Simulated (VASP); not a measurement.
# CuO (Cc) in VASP: a series of runs

The runs below take CuO through single point, with RPBE, LDA, PBE.

Program: VASP 6.6.1. These are calculated values, not measurements. Logs are shortened: lines on timing, memory, paths and dates and some standing lists are left out, and cuts for length are marked.

## 1. The cell of the first run

The structure is monoclinic, space group Cc (No. 9). The conventional cell has a = 4.720 Å, b = 3.449 Å, c = 5.166 Å, α = 90.00°, β = 99.65°, γ = 90.00°. Within 2.5 Å of Cu (site symmetry 1) lie 4 O at 1.92 to 2.03 Å. Within 2.5 Å of O (site symmetry 1) lie 4 Cu at 1.92 to 2.03 Å.

## 2. Single point, RPBE

File INCAR:

```
SYSTEM = CuO
PREC = Accurate
ENCUT = 520
EDIFF = 1E-6
ISMEAR = -1
SIGMA = 0.05
LREAL = .False.
LASPH = .True.
NELM = 80
ALGO = Normal
ISIF = 2
LWAVE = .False.
LCHARG = .False.
GGA = RP
NBANDS = 25
```

File KPOINTS:

```
Automatic mesh
0
Gamma
  10 10 5
  0 0 0
```

File POSCAR:

```
CuO
1.0
    2.3601776944     -1.7247471694      0.0000000000
    2.3601776944      1.7247471694      0.0000000000
   -0.8662490821      0.0000000000      5.0929466782
Cu O
2 2
Direct
    0.0032000000      0.4968000000      0.0000000000
    0.4968000000      0.0032000000      0.5000000000
    0.5714000000      0.4056000000      0.2537000000
    0.4056000000      0.5714000000      0.7537000000
```

Potentials or basis: VASP PAW PBE potentials, release 64 (Cu, O).

Started as:

```
$ cat potpaw_PBE.64/Cu/POTCAR potpaw_PBE.64/O/POTCAR > POTCAR
$ mpirun -np 1 vasp_std > vasp.out
```

OUTCAR:

```text
SYSTEM = CuO
   PREC = Accurate
   ENCUT = 520
   EDIFF = 1E-6
   ISMEAR = -1
   LREAL = .False.
   LASPH = .True.
   NELM = 80
   ISIF = 2
   GGA = RP

 ion  position               nearest neighbor table
   1  0.003  0.497  0.000-   4 1.92   3 1.95   4 1.99   3 2.03
   2  0.497  0.003  0.500-   3 1.92   4 1.95   3 1.99   4 2.03
   3  0.571  0.406  0.254-   2 1.92   1 1.95   2 1.99   1 2.03
   4  0.406  0.571  0.754-   1 1.92   2 1.95   1 1.99   2 2.03

  LATTYP: Found a base centered monoclinic cell.
 ALAT       =     4.7203553888
 B/A-ratio  =     0.7307700490
 C/A-ratio  =     1.0944283419
 COS(beta)  =    -0.1676798045

  Lattice vectors:

 A1 = (   2.3601776944,  -1.7247471694,   0.0000000000)
 A2 = (   2.3601776944,   1.7247471694,   0.0000000000)
 A3 = (  -0.8662490821,   0.0000000000,   5.0929466782)

Analysis of symmetry for initial positions (statically):
=====================================================================
 Subroutine PRICEL returns:
 Original cell was already a primitive cell.

 Routine SETGRP: Setting up the symmetry group for a
 base centered monoclinic supercell.

 Subroutine GETGRP returns: Found  2 space group operations
 (whereof  1 operations were pure point group operations)
 out of a pool of  4 trial point group operations.

The static configuration has the point symmetry C_1 .
 The point group associated with its full space group is C_1h.

Analysis of symmetry for dynamics (positions and initial velocities):
=====================================================================
 Subroutine PRICEL returns:
 Original cell was already a primitive cell.

 Routine SETGRP: Setting up the symmetry group for a
 base centered monoclinic supercell.

 Subroutine GETGRP returns: Found  2 space group operations
 (whereof  1 operations were pure point group operations)
 out of a pool of  4 trial point group operations.

The dynamic configuration has the point symmetry C_1 .
 The point group associated with its full space group is C_1h.

 Subroutine INISYM returns: Found  2 space group operations
 (whereof  1 operations are pure point group operations),
 and found     1 'primitive' translations

----------------------------------------------------------------------------------------

                                     Primitive cell

  volume of cell :      41.4638

  direct lattice vectors                    reciprocal lattice vectors
     2.360177694 -1.724747169  0.000000000     0.211848456 -0.289897562  0.036032879
     2.360177694  1.724747169  0.000000000     0.211848456  0.289897562  0.036032879
    -0.866249082  0.000000000  5.092946678     0.000000000  0.000000000  0.196349984

  length of vectors
     2.923215960  2.923215960  5.166090721     0.360858328  0.360858328  0.196349984

  position of ions in fractional coordinates (direct lattice)
     0.003200000  0.496800000  0.000000000
     0.496800000  0.003200000  0.500000000
     0.571400000  0.405600000  0.253700000
     0.405600000  0.571400000  0.753700000

  ion indices of the primitive-cell ions
   primitive index   ion index
                 1           1
                 2           2
                 3           3
                 4           4

----------------------------------------------------------------------------------------

 KPOINTS: Automatic mesh

Automatic generation of k-mesh.
 Grid dimensions read from file:
 generate k-points for:   10   10    5

 Generating k-lattice:

  Cartesian coordinates                     Fractional coordinates (reciprocal lattice)
     0.021184846 -0.028989756  0.003603288     0.100000000  0.000000000 -0.000000000
     0.021184846  0.028989756  0.003603288     0.000000000  0.100000000 -0.000000000
     0.000000000  0.000000000  0.039269997     0.000000000  0.000000000  0.200000000

  Length of vectors
     0.036085833  0.036085833  0.039269997

  Shift w.r.t. Gamma in fractional coordinates (k-lattice)
     0.000000000  0.000000000  0.000000000

 Subroutine IBZKPT returns following result:
 ===========================================

 Found    141 irreducible k-points:

 Following reciprocal coordinates:
            Coordinates               Weight
  0.000000  0.000000  0.000000      1.000000
  0.100000 -0.000000  0.000000      4.000000
  0.200000 -0.000000  0.000000      4.000000
  0.300000  0.000000  0.000000      4.000000
  0.400000  0.000000 -0.000000      4.000000
  0.500000  0.000000  0.000000      2.000000
[... 16 lines left out ...]
  0.300000  0.300000  0.000000      2.000000
  0.400000  0.300000  0.000000      4.000000
 [... further k-points ...]
   k-points           NKPTS =    141   k-points in BZ     NKDIM =    141   number of bands    NBANDS=     25
   number of dos      NEDOS =    301   number of ions     NIONS =      4
   total plane-waves  NPLWV =  23040
   dimension x,y,z NGX =    24 NGY =   24 NGZ =   40
   dimension x,y,z NGXF=    48 NGYF=   48 NGZF=   80
   ions per type =               2   2
   NGX,Y,Z   is equivalent  to a cutoff of  13.65, 13.65, 12.87 a.u.
   NGXF,Y,Z  is equivalent  to a cutoff of  27.30, 27.30, 25.74 a.u.
 SYSTEM =  CuO
   PREC   = accura    normal or accurate (medium, high low for compatibility)
   ISTART =      0    job   : 0-new  1-cont  2-samecut
   ICHARG =      2    charge: 1-file 2-atom 10-const
   ISPIN  =      1    spin polarized calculation?
   LNONCOLLINEAR =      F non collinear calculations
   LSORBIT =      F    spin-orbit coupling
   LASPH  =      T    aspherical Exc in radial PAW
   ENCUT  =  520.0 eV  38.22 Ry    6.18 a.u.   5.44  5.44  9.61*2*pi/ulx,y,z
   NELM   =     80;   NELMIN=  2; NELMDL= -5     # of ELM steps
   EDIFF  = 0.1E-05   stopping-criterion for ELM
   LREAL  =      F    real-space projection
   EDIFFG = 0.1E-04   stopping-criterion for IOM
   NSW    =      0    number of steps for IOM
   IBRION =     -1    ionic relax: 0-MD 1-quasi-New 2-CG
   NFREE  =      0    steps in history (QN), initial steepest desc. (CG)
   ISIF   =      2    stress and relaxation
   ISYM   =      2    0-nonsym 1-usesym 2-fastsym
   POTIM  = 0.5000    time-step for ionic-motion
   TEBEG  =    0.0;   TEEND  =   0.0 temperature during run
   PSTRESS=    0.0 pullay stress
   NELECT =      34.0000    total number of electrons
   NUPDOWN=      -1.0000    fix difference up-down
   EMIN   =  10.00;   EMAX   =-10.00  energy-range for DOS
   EFERMI =   0.00;   METHOD = LEGACY
   ISMEAR =    -1;   SIGMA  =   0.05  broadening in eV -4-tet -1-fermi 0-gaus
   EFERMI_NEDOS =   21; number of points for ismear=-14 and -15
   IALGO  =     38    algorithm
   IMIX   =      4    mixing-type and parameters
     AMIX     =   0.40;   BMIX     =  1.00
     AMIX_MAG =   1.60;   BMIX_MAG =  1.00
  volume/ion in A,a.u.               =      10.37        69.95
  Fermi-wavevector in a.u.,A,eV,Ry     =   1.532303  2.895633 31.945842  2.347953
  Thomas-Fermi vector in A             =   2.639528
   LORBIT       =      0    0 simple, 1 ext, 2 COOP (PROOUT), +10 PAW based schemes
   GGA     = RP    functional components
   LHFCALC =     F    Hartree Fock is set to
   AEXX    =    0.0000 exact exchange contribution
   IVDW    =     0    specifies the selected vdW correction
   LEPSILON=     F    determine dielectric tensor
   LRPA    =     F    only Hartree local field effects (RPA)
 non-spin polarized calculation
  energy-cutoff  :      520.00
  volume of cell :       41.46
 maximum number of plane-waves:      1147
 NGX is ok and might be reduce to    24
   NGX = 11   NGY = 11   NGZ = 19

 number of electron      33.9999996 magnetization

 Free energy of the ion-electron system (eV)
  ---------------------------------------------------
  ext. energy  EPLUGINS =         0.00000000
  ---------------------------------------------------
  free energy    TOTEN  =       -17.75510744 eV

  energy without entropy =      -17.73564083  energy(sigma->0) =      -17.74537413

 E-fermi :   5.5903     XC(G=0): -11.5730

 val. band max:        5.5874736429   @ k =  -0.4000   0.2000   0.4000
 cond. band min:       5.5960382229   @ k =   0.4000   0.2000   0.4000
 fundamental gap:      0.0085645800
 Fermi energy:         5.5903214495

 k-point     1 :       0.0000    0.0000    0.0000
  band No.  band energies     occupation
      1     -14.2251      2.00000
      2     -12.9853      2.00000
      3      -2.3064      2.00000
      4       0.2105      2.00000
      5       0.5620      2.00000
      6       2.3167      2.00000
[... 17 lines left out ...]
     24      21.9634      0.00000
     25      22.3093      0.00000

 k-point     2 :       0.1000   -0.0000    0.0000
  band No.  band energies     occupation
      1     -14.1618      2.00000
      2     -12.9648      2.00000
      3      -2.1997      2.00000
      4       0.1937      2.00000
      5       0.5373      2.00000
      6       1.6052      2.00000
[... 17 lines left out ...]
     24      21.4373      0.00000
     25      22.4128      0.00000

 k-point     3 :       0.2000   -0.0000    0.0000
  band No.  band energies     occupation
      1     -13.9904      2.00000
      2     -12.9104      2.00000
      3      -1.9140      2.00000
      4       0.1313      2.00000
      5       0.4208      2.00000
      6       0.6350      2.00000
[... 17 lines left out ...]
     24      20.6202      0.00000
     25      21.9598      0.00000

 k-point     4 :       0.3000    0.0000    0.0000
  band No.  band energies     occupation
      1     -13.7653      2.00000
      2     -12.8425      2.00000
      3      -1.5541      2.00000
      4      -0.4682      2.00000
      5       0.0618      2.00000
      6       0.5363      2.00000
[... 17 lines left out ...]
     24      19.5000      0.00000
     25      21.5725      0.00000

 k-point     5 :       0.4000    0.0000   -0.0000
  band No.  band energies     occupation
      1     -13.5705      2.00000
      2     -12.7872      2.00000
      3      -1.2949      2.00000
      4      -1.1224      2.00000
      5       0.0356      2.00000
      6       0.5393      2.00000
[... 17 lines left out ...]
     24      18.5678      0.00000
     25      21.2356      0.00000

 k-point     6 :       0.5000    0.0000    0.0000
  band No.  band energies     occupation
      1     -13.4925      2.00000
      2     -12.7664      2.00000
      3      -1.4224      2.00000
      4      -1.1360      2.00000
      5       0.0422      2.00000
      6       0.5374      2.00000
[... 17 lines left out ...]
     24      18.1962      0.00000
     25      21.0942      0.00000
[... 393 lines left out ...]
 k-point    21 :      -0.3000    0.2000   -0.0000
  band No.  band energies     occupation
      1     -13.5113      2.00000
      2     -12.7643      2.00000
      3      -1.1376      2.00000
      4      -0.5750      2.00000
      5      -0.0141      2.00000
      6       0.3587      2.00000
[... 17 lines left out ...]
     24      18.7603      0.00000
     25      19.2578      0.00000

 k-point    22 :      -0.2000    0.2000    0.0000
  band No.  band energies     occupation
      1     -13.7137      2.00000
      2     -12.8182      2.00000
      3      -1.4586      2.00000
      4      -0.0421      2.00000
      5       0.0496      2.00000
      6       0.3525      2.00000
[... 17 lines left out ...]
     24      19.3672      0.00000
     25      19.4981      0.00000

 k-point    23 :       0.3000    0.3000    0.0000
  band No.  band energies     occupation
      1     -13.4845      2.00000
      2     -12.7922      2.00000
      3      -1.0083      2.00000
      4      -0.5524      2.00000
      5       0.4318      2.00000
      6       0.4541      2.00000
[... 17 lines left out ...]
     24      20.0942      0.00000
     25      20.4799      0.00000

 k-point    24 :       0.4000    0.3000    0.0000
  band No.  band energies     occupation
      1     -13.3108      2.00000
      2     -12.7471      2.00000
      3      -1.0210      2.00000
      4      -0.7274      2.00000
      5       0.2259      2.00000
      6       0.3927      2.00000
[... 17 lines left out ...]
     24      18.8875      0.00000
     25      19.9985      0.00000

 [... further k-points ...]
[... 5 lines left out ...]
  --------------------------------------------------------------------------------------
  -------------------------------------------------------------------------------------
  Total        2.1556020      2.2815495      2.0198277      0.0000000      0.0000000     -0.4567626
  in kB       83.2932659     88.1599243     78.0468967      0.0000000      0.0000000    -17.6494790
  external PRESSURE =      83.1666956 kB  Pullay stress =       0.0000000 kB

 VOLUME and BASIS-vectors are now :
 -----------------------------------------------------------------------------
  energy-cutoff  :      520.00
  volume of cell :       41.46
      direct lattice vectors                 reciprocal lattice vectors
     2.360177694 -1.724747169  0.000000000     0.211848456 -0.289897562  0.036032879
     2.360177694  1.724747169  0.000000000     0.211848456  0.289897562  0.036032879
    -0.866249082  0.000000000  5.092946678     0.000000000  0.000000000  0.196349984

 POSITION                                       TOTAL-FORCE (eV/Angst)
 -----------------------------------------------------------------------------------
      1.18009      0.85134      0.00000        -0.623478      0.346047      0.243767
      0.74696     -0.85134      2.54647        -0.623478     -0.346047      0.243767
      2.08613     -0.28596      1.29208         0.623478      0.253832     -0.243767
      1.65300      0.28596      3.83855         0.623478     -0.253832     -0.243767
 -----------------------------------------------------------------------------------
    total drift:                               -0.000314      0.000000     -0.000657

  FREE ENERGIE OF THE ION-ELECTRON SYSTEM (eV)
  ---------------------------------------------------
  free  energy   TOTEN  =       -17.7551074416 eV

  energy  without entropy=      -17.7356408280  energy(sigma->0) =      -17.74537413
```

Run time: 48 s. Hardware: 1 thread of Intel Xeon 6975P-C (Granite Rapids), shared host; peak memory 0.24 GiB.

What came out:

```yaml
Free_energy: -17.7551 eV
Pressure: 8.3 GPa
Largest_force: 0.754 eV/Å
Band_gap_on_the_k_mesh: zero (band 17 reaches 5.86 eV, above the bottom of band 18 at 5.27 eV)
```

Forces in eV/Å, atoms in the order of the input:
```
Cu  -0.623  0.346  0.244
Cu  -0.623 -0.346  0.244
O    0.623  0.254 -0.244
O    0.623 -0.254 -0.244
```

Caveat: the PAW data sets were made with another functional, which shifts forces and pressure a little; semilocal functionals often make such compounds metallic where correlation or magnetic order opens a gap, which also shifts bond lengths. With open d or f shells a metallic result of RPBE can be an artefact of self-interaction; +U or a hybrid may open a gap.

[end of part 1 of 2]
